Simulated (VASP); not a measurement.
Runs of VASP 6.6.1 on Mg2SO. The structure is that of space group P-4m2 (No. 115), or close to it. The cells are those of the table. 

| cell | gap on the mesh (eV) | pressure (GPa) | largest force (eV/Å) |
| --- | --- | --- | --- |
| a = 3.548, b = 3.548, c = 4.715 Å, 4 atoms | 1.77 | 13.1 | 0.15 |
| a = 3.675, b = 3.675, c = 4.884 Å, 4 atoms | 1.58 | (c) | 0.07 |
| a = 3.793, b = 3.793, c = 5.042 Å, 4 atoms | (a) | -5.0 | 0.22 |
| a = 3.735, b = 3.735, c = 4.964 Å, 4 atoms | (b) | -2.0 | 0.15 |
| a = 3.613, b = 3.613, c = 4.801 Å, 4 atoms | 1.68 | 6.7 | 0.03 |

Alike in all rows: task single point; level PBE; potentials or basis VASP PAW PBE potentials, release 64 (O, Mg, S); no spin polarisation; k mesh 4 × 4 × 2; cutoff (eV) 520; smearing gaussian 0.01 eV.

Q: Estimate the missing entries.

A: (a) 1.38; (b) 1.48; (c) 1.8.

Caveats: all runs use coarse meshes.

A k mesh can miss the band edges.
